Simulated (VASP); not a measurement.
# SiC (F-43m) in VASP: notebook

Runs on SiC. Level: LDA. Tasks: relaxation of cell and atoms.

Program: VASP 6.6.1. These are calculated values, not measurements. Logs are shortened: lines on timing, memory, paths and dates and some standing lists are left out, and cuts for length are marked.

## Step 1: The cell of the first run

Symmetry: F-43m, No. 216, cubic system. The conventional cell has a = 4.329 Å, b = 4.329 Å, c = 4.329 Å, α = 90.00°, β = 90.00°, γ = 90.00°. Within 2.5 Å of Si (site symmetry -43m) lie 4 C at 1.87 Å. Within 2.5 Å of C (site symmetry -43m) lie 4 Si at 1.87 Å.

## Step 2: Relaxation of cell and atoms, LDA, target pressure 7 GPa, at which the enthalpy is minimised

Contents of INCAR:

```
SYSTEM = SiC
PREC     = Accurate       ! precision mode
ENCUT    = 600            ! plane-wave cutoff, eV
EDIFF    = 1E-6           ! SCF threshold, eV
ISMEAR   = 0              ! smearing method
SIGMA    = 0.01           ! smearing width, eV
LREAL    = .FALSE.        ! projectors in reciprocal space
LASPH    = .TRUE.         ! aspherical terms in the spheres
NELM     = 80             ! most SCF steps
ALGO     = Normal         ! electronic algorithm
ISIF     = 3              ! what is computed and relaxed
LWAVE    = .FALSE.        ! write WAVECAR
LCHARG   = .FALSE.        ! write CHGCAR
GGA      = CA             ! functional
IBRION   = 2              ! ionic algorithm
NSW      = 100            ! ionic steps
EDIFFG   = -0.002         ! ionic threshold
PSTRESS  = 70.0
```

Contents of KPOINTS:

```
regular mesh
0
G
  10 10 10
  0 0 0
```

Contents of POSCAR:

```
SiC
1.0
    0.0000000000      2.1644887827      2.1644887827
    2.1644887827      0.0000000000      2.1644887827
    2.1644887827      2.1644887827      0.0000000000
Si C
1 1
Direct
    0.0000000000      0.0000000000      0.0000000000
    0.7500000000      0.7500000000      0.7500000000
```

Potentials or basis: VASP PAW LDA potentials, release 64 (Si, C).

Launch:

```bash
$ cat potpaw_LDA.64/Si/POTCAR potpaw_LDA.64/C/POTCAR > POTCAR
$ mpirun -np 1 vasp_std > vasp.out
```

OUTCAR:

```text
SYSTEM = SiC
   PREC = Accurate
   ENCUT = 600
   EDIFF = 1E-6
   ISMEAR = 0
   LREAL = .FALSE.
   LASPH = .TRUE.
   NELM = 80
   ISIF = 3
   GGA = CA
   IBRION = 2
   NSW = 100
   EDIFFG = -0.002
   PSTRESS = 70.0

 ion  position               nearest neighbor table
   1  0.000  0.000  0.000-   2 1.87   2 1.87   2 1.87   2 1.87
   2  0.750  0.750  0.750-   1 1.87   1 1.87   1 1.87   1 1.87

  LATTYP: Found a face centered cubic cell.
 ALAT       =     4.3289775654

  Lattice vectors:

 A1 = (   0.0000000000,   2.1644887827,   2.1644887827)
 A2 = (   2.1644887827,   0.0000000000,   2.1644887827)
 A3 = (   2.1644887827,   2.1644887827,   0.0000000000)

Analysis of symmetry for initial positions (statically):
=====================================================================
 Subroutine PRICEL returns:
 Original cell was already a primitive cell.

 Routine SETGRP: Setting up the symmetry group for a
 face centered cubic supercell.

 Subroutine GETGRP returns: Found 24 space group operations
 (whereof 24 operations were pure point group operations)
 out of a pool of 48 trial point group operations.

The static configuration has the point symmetry T_d .

Analysis of symmetry for dynamics (positions and initial velocities):
=====================================================================
 Subroutine PRICEL returns:
 Original cell was already a primitive cell.

 Routine SETGRP: Setting up the symmetry group for a
 face centered cubic supercell.

 Subroutine GETGRP returns: Found 24 space group operations
 (whereof 24 operations were pure point group operations)
 out of a pool of 48 trial point group operations.

The dynamic configuration has the point symmetry T_d .

 Subroutine INISYM returns: Found 24 space group operations
 (whereof 24 operations are pure point group operations),
 and found     1 'primitive' translations

----------------------------------------------------------------------------------------

                                     Primitive cell

  volume of cell :      20.2813

  direct lattice vectors                    reciprocal lattice vectors
     0.000000000  2.164488783  2.164488783    -0.231001428  0.231001428  0.231001428
     2.164488783  0.000000000  2.164488783     0.231001428 -0.231001428  0.231001428
     2.164488783  2.164488783  0.000000000     0.231001428  0.231001428 -0.231001428

  length of vectors
     3.061049392  3.061049392  3.061049392     0.400106210  0.400106210  0.400106210

  position of ions in fractional coordinates (direct lattice)
     0.000000000  0.000000000  0.000000000
     0.750000000  0.750000000  0.750000000

  ion indices of the primitive-cell ions
   primitive index   ion index
                 1           1
                 2           2

----------------------------------------------------------------------------------------

 KPOINTS: regular mesh

Automatic generation of k-mesh.
 Grid dimensions read from file:
 generate k-points for:   10   10   10

 Generating k-lattice:

  Cartesian coordinates                     Fractional coordinates (reciprocal lattice)
    -0.023100143  0.023100143  0.023100143     0.100000000  0.000000000  0.000000000
     0.023100143 -0.023100143  0.023100143     0.000000000  0.100000000  0.000000000
     0.023100143  0.023100143 -0.023100143     0.000000000  0.000000000  0.100000000

  Length of vectors
     0.040010621  0.040010621  0.040010621

  Shift w.r.t. Gamma in fractional coordinates (k-lattice)
     0.000000000  0.000000000  0.000000000

 Subroutine IBZKPT returns following result:
 ===========================================

 Found     47 irreducible k-points:

 Following reciprocal coordinates:
            Coordinates               Weight
  0.000000  0.000000  0.000000      1.000000
  0.100000  0.000000  0.000000      8.000000
  0.200000  0.000000  0.000000      8.000000
  0.300000  0.000000  0.000000      8.000000
  0.400000  0.000000  0.000000      8.000000
  0.500000  0.000000  0.000000      4.000000
[... 16 lines left out ...]
  0.300000  0.300000  0.000000      6.000000
  0.400000  0.300000  0.000000     24.000000
 [... further k-points ...]
   k-points           NKPTS =     47   k-points in BZ     NKDIM =     47   number of bands    NBANDS=      8
   number of dos      NEDOS =    301   number of ions     NIONS =      2
   total plane-waves  NPLWV =  13824
   dimension x,y,z NGX =    24 NGY =   24 NGZ =   24
   dimension x,y,z NGXF=    48 NGYF=   48 NGZF=   48
   ions per type =               1   1
   NGX,Y,Z   is equivalent  to a cutoff of  13.03, 13.03, 13.03 a.u.
   NGXF,Y,Z  is equivalent  to a cutoff of  26.07, 26.07, 26.07 a.u.
 SYSTEM =  SiC
   PREC   = accura    normal or accurate (medium, high low for compatibility)
   ISTART =      0    job   : 0-new  1-cont  2-samecut
   ICHARG =      2    charge: 1-file 2-atom 10-const
   ISPIN  =      1    spin polarized calculation?
   LNONCOLLINEAR =      F non collinear calculations
   LSORBIT =      F    spin-orbit coupling
   LASPH  =      T    aspherical Exc in radial PAW
   ENCUT  =  600.0 eV  44.10 Ry    6.64 a.u.   6.11  6.11  6.11*2*pi/ulx,y,z
   NELM   =     80;   NELMIN=  2; NELMDL= -5     # of ELM steps
   EDIFF  = 0.1E-05   stopping-criterion for ELM
   LREAL  =      F    real-space projection
   EDIFFG = -.2E-02   stopping-criterion for IOM
   NSW    =    100    number of steps for IOM
   IBRION =      2    ionic relax: 0-MD 1-quasi-New 2-CG
   NFREE  =      1    steps in history (QN), initial steepest desc. (CG)
   ISIF   =      3    stress and relaxation
   ISYM   =      2    0-nonsym 1-usesym 2-fastsym
   POTIM  = 0.5000    time-step for ionic-motion
   TEBEG  =    0.0;   TEEND  =   0.0 temperature during run
   PSTRESS=   70.0 pullay stress
   NELECT =       8.0000    total number of electrons
   NUPDOWN=      -1.0000    fix difference up-down
   EMIN   =  10.00;   EMAX   =-10.00  energy-range for DOS
   EFERMI =   0.00;   METHOD = LEGACY
   ISMEAR =     0;   SIGMA  =   0.01  broadening in eV -4-tet -1-fermi 0-gaus
   EFERMI_NEDOS =   21; number of points for ismear=-14 and -15
   IALGO  =     38    algorithm
   IMIX   =      4    mixing-type and parameters
     AMIX     =   0.40;   BMIX     =  1.00
     AMIX_MAG =   1.60;   BMIX_MAG =  1.00
  volume/ion in A,a.u.               =      10.14        68.43
  Fermi-wavevector in a.u.,A,eV,Ry     =   1.200622  2.268846 19.612693  1.441492
  Thomas-Fermi vector in A             =   2.336453
   LORBIT       =      0    0 simple, 1 ext, 2 COOP (PROOUT), +10 PAW based schemes
   GGA     = CA    functional components
   LHFCALC =     F    Hartree Fock is set to
   AEXX    =    0.0000 exact exchange contribution
   IVDW    =     0    specifies the selected vdW correction
   LEPSILON=     F    determine dielectric tensor
   LRPA    =     F    only Hartree local field effects (RPA)
 conjugate gradient relaxation of ions
 non-spin polarized calculation
 Gauss-broadening in eV      SIGMA  =   0.01
  energy-cutoff  :      600.00
  volume of cell :       20.28
 maximum number of plane-waves:       700
   NGX = 13   NGY = 13   NGZ = 13

--------------------------------------- Ionic step        1  -------------------------------------------

 number of electron       8.0000000 magnetization

 Free energy of the ion-electron system (eV)
  ---------------------------------------------------
  ext. energy  EPLUGINS =         0.00000000
  ---------------------------------------------------
  free energy    TOTEN  =       -16.64463014 eV

  energy without entropy =      -16.64463014  energy(sigma->0) =      -16.64463014

------------------------ aborting loop because EDIFF is reached ----------------------------------------

  FORCE on cell =-STRESS in cart. coord.  units (eV):
  Direction    XX          YY          ZZ          XY          YZ          ZX
  --------------------------------------------------------------------------------------
  -------------------------------------------------------------------------------------
  Total        0.0324204      0.0324204      0.0324204     -0.0000000      0.0000000     -0.0000000
  in kB        2.5611395      2.5611395      2.5611395     -0.0000000      0.0000000     -0.0000000
  external PRESSURE =     -67.4388605 kB  Pullay stress =      70.0000000 kB

 VOLUME and BASIS-vectors are now :
 -----------------------------------------------------------------------------
  energy-cutoff  :      600.00
  volume of cell :       20.28
      direct lattice vectors                 reciprocal lattice vectors
     0.000000000  2.164488783  2.164488783    -0.231001428  0.231001428  0.231001428
     2.164488783  0.000000000  2.164488783     0.231001428 -0.231001428  0.231001428
     2.164488783  2.164488783  0.000000000     0.231001428  0.231001428 -0.231001428
[... 160 lines left out ...]
  FREE ENERGIE OF THE ION-ELECTRON SYSTEM (eV)
  ---------------------------------------------------
  free  energy   TOTEN  =       -16.6325267556 eV

  energy  without entropy=      -16.6325267556  energy(sigma->0) =      -16.63252676

  enthalpy is  TOTEN    =       -15.7705410808 eV   P V=        0.8619856747

--------------------------------------- Ionic step        6  -------------------------------------------

 number of electron       7.9999999 magnetization

 Free energy of the ion-electron system (eV)
  ---------------------------------------------------
  ext. energy  EPLUGINS =         0.00000000
  ---------------------------------------------------
  free energy    TOTEN  =       -16.63227848 eV

  energy without entropy =      -16.63227848  energy(sigma->0) =      -16.63227848

 E-fermi :   8.7469     XC(G=0): -11.7615

 val. band max:        8.6153230265   @ k =   0.0000   0.0000   0.0000
 cond. band min:       9.8781321117   @ k =   0.5000   0.5000   0.0000
 fundamental gap:      1.2628090852
 Fermi energy:         8.7468695422

 k-point     1 :       0.0000    0.0000    0.0000
  band No.  band energies     occupation
      1      -7.0795      2.00000
      2       8.6153      2.00000
      3       8.6153      2.00000
      4       8.6153      2.00000
      5      15.4746      0.00000
      6      16.1448      0.00000
      7      16.1448      0.00000
      8      16.1448      0.00000

 k-point     2 :       0.1000    0.0000    0.0000
  band No.  band energies     occupation
      1      -6.8761      2.00000
      2       7.6099      2.00000
      3       8.4796      2.00000
      4       8.4796      2.00000
      5      15.5861      0.00000
      6      16.3938      0.00000
      7      16.3938      0.00000
      8      16.5385      0.00000
[... 221 lines left out ...]
 k-point    23 :       0.3000    0.3000    0.0000
  band No.  band energies     occupation
      1      -4.7061      2.00000
      2       4.2966      2.00000
      3       6.1778      2.00000
      4       6.1778      2.00000
      5      11.7873      0.00000
      6      14.2958      0.00000
      7      20.4685      0.00000
      8      20.4685      0.00000

 k-point    24 :       0.4000    0.3000    0.0000
  band No.  band energies     occupation
      1      -3.7897      2.00000
      2       3.0269      2.00000
      3       5.3546      2.00000
      4       5.9082      2.00000
      5      11.4557      0.00000
      6      14.3189      0.00000
      7      20.6202      0.00000
      8      20.8503      0.00000

 [... further k-points ...]
[... 5 lines left out ...]
  --------------------------------------------------------------------------------------
  -------------------------------------------------------------------------------------
  Total        0.8596790      0.8596790      0.8596790      0.0000000      0.0000000      0.0000000
  in kB       69.8329055     69.8329055     69.8329055      0.0000000      0.0000000      0.0000000
  external PRESSURE =      -0.1670945 kB  Pullay stress =      70.0000000 kB

 VOLUME and BASIS-vectors are now :
 -----------------------------------------------------------------------------
  energy-cutoff  :      600.00
  volume of cell :       19.72
      direct lattice vectors                 reciprocal lattice vectors
    -0.000000000  2.144464850  2.144464850    -0.233158403  0.233158403  0.233158403
     2.144464850  0.000000000  2.144464850     0.233158403 -0.233158403  0.233158403
     2.144464850  2.144464850 -0.000000000     0.233158403  0.233158403 -0.233158403

 POSITION                                       TOTAL-FORCE (eV/Angst)
 -----------------------------------------------------------------------------------
      4.28893      2.14446      2.14446         0.000000     -0.000000     -0.000000
      3.21670      3.21670      3.21670        -0.000000      0.000000      0.000000
 -----------------------------------------------------------------------------------
    total drift:                               -0.000000     -0.000000     -0.000000

  FREE ENERGIE OF THE ION-ELECTRON SYSTEM (eV)
  ---------------------------------------------------
  free  energy   TOTEN  =       -16.6322784812 eV

  energy  without entropy=      -16.6322784812  energy(sigma->0) =      -16.63227848

  enthalpy is  TOTEN    =       -15.7705424551 eV   P V=        0.8617360260

 reached required accuracy - stopping structural energy minimisation
```

It took 6 s on 1 thread of Intel Xeon 6975P-C (Granite Rapids), shared host; peak memory 0.13 GiB.

Results:

* Free energy: -16.6323 eV
* Relaxed volume: 9.86 Å³/atom
* Relaxed cell: a = 3.033 Å, b = 3.033 Å, c = 3.033 Å, α = 60.00°, β = 60.00°, γ = 60.00°
* Space group after relaxing (to 0.05 Å): F-43m (No. 216)
* Energy change on relaxing (the enthalpy is what falls): +6.2 meV/atom
* Ionic steps: 6
* Pressure after relaxing: 7.0 GPa
* Band gap on the k mesh: 1.26 eV, indirect (least direct gap 4.55 eV)

The path:
```tsv
step	energy change (eV)	largest force (eV/Å)	pressure (GPa)	volume (Å³)
1	0.0000	0.0000	0.26	20.28
2	0.0607	0.0000	16.39	19.05
3	0.0122	0.0000	6.94	19.73
4	0.0127	0.0000	7.08	19.72
5	0.0121	0.0000	6.93	19.73
6	0.0124	0.0000	6.98	19.72
```

Final structure:
```
CELL_PARAMETERS angstrom
0.00000 2.14446 2.14446
2.14446 0.00000 2.14446
2.14446 2.14446 0.00000
ATOMIC_POSITIONS crystal
Si 0.00000 0.00000 0.00000
C 0.75000 0.75000 0.75000
```

Caveat: the cell is relaxed towards a set pressure, so the enthalpy falls and the energy may rise. LDA usually gives volumes a few per cent too small.

## Step 3: Relaxation of cell and atoms, LDA, target pressure 10 GPa, at which the enthalpy is minimised

Contents of INCAR:

```
PREC     = Accurate       # precision mode
ENCUT    = 600            # plane-wave cutoff, eV
EDIFF    = 1E-6           # SCF threshold, eV
ISMEAR   = 0              # smearing method
SIGMA    = 0.01           # smearing width, eV
LREAL    = False          # projectors in reciprocal space
LASPH    = True           # aspherical terms in the spheres
NELM     = 80             # most SCF steps
ALGO     = Normal         # electronic algorithm
ISIF     = 3              # what is computed and relaxed
LWAVE    = False          # write WAVECAR
LCHARG   = False          # write CHGCAR
IBRION   = 2              # ionic algorithm
NSW      = 100            # ionic steps
EDIFFG   = -0.002         # ionic threshold
PSTRESS  = 100.0
```

Contents of KPOINTS:

```
Automatic mesh
0
Gamma
  10 10 10
```

POSCAR is that of step 2.

Potentials or basis: VASP PAW LDA potentials, release 64 (Si, C).

Launch:

```bash
$ cat potpaw_LDA.64/Si/POTCAR potpaw_LDA.64/C/POTCAR > POTCAR
$ mpirun -np 1 vasp_std > vasp.out
```

Run time: 6.1 s. Hardware: 1 thread of Intel Xeon 6975P-C (Granite Rapids), shared host; peak memory 0.13 GiB.

Results (log left out):

| Item | Value |
| --- | --- |
| Free energy | -16.6203 eV |
| Relaxed volume | 9.75 Å³/atom |
| Relaxed cell | a = 3.021 Å, b = 3.021 Å, c = 3.021 Å, α = 60.00°, β = 60.00°, γ = 60.00° |
| Space group after relaxing (to 0.05 Å) | F-43m (No. 216) |
| Energy change on relaxing (the enthalpy is what falls) | +12.2 meV/atom |
| Ionic steps | 6 |
| Pressure after relaxing | 10.0 GPa |
| Band gap on the k mesh | 1.25 eV, indirect (least direct gap 4.56 eV) |

Step by step:
```
step  energy change (eV)  largest force (eV/Å)  pressure (GPa)  volume (Å³)
   1              0.0000                0.0000            0.26        20.28
   2              0.1288                0.0000           24.98        18.52
   3              0.0237                0.0000            9.87        19.51
   4              0.0247                0.0000           10.07        19.49
   5              0.0240                0.0000            9.94        19.50
   6              0.0243                0.0000            9.99        19.50
```

Final structure:
```yaml
crystal:
  lattice:
    - [0.00000, 2.13625, 2.13625]
    - [2.13625, 0.00000, 2.13625]
    - [2.13625, 2.13625, 0.00000]
  atoms:
    - { symbol: Si, position: [0.00000, 0.00000, 0.00000] }
    - { symbol: C, position: [0.75000, 0.75000, 0.75000] }
```

Levels at points of the mesh, in eV from the valence-band top:
| k point | band 1 | band 2 | band 3 | band 4 | band 5 | band 6 | band 7 | band 8 |
| --- | --- | --- | --- | --- | --- | --- | --- | --- |
| (0.00, 0.00, 0.00) | -15.79 | 0.00 | 0.00 | 0.00 | 7.00 | 7.61 | 7.61 | 7.61 |
| (0.50, 0.00, 0.00) | -11.94 | -8.89 | -1.07 | -1.07 | 5.94 | 7.37 | 7.37 | 10.25 |
| (0.50, 0.50, 0.00) | -10.40 | -8.01 | -3.31 | -3.31 | 1.25 | 4.40 | 14.52 | 14.52 |

Caveat: the cell is relaxed towards a set pressure, so the enthalpy falls and the energy may rise. A k mesh can miss the band edges.
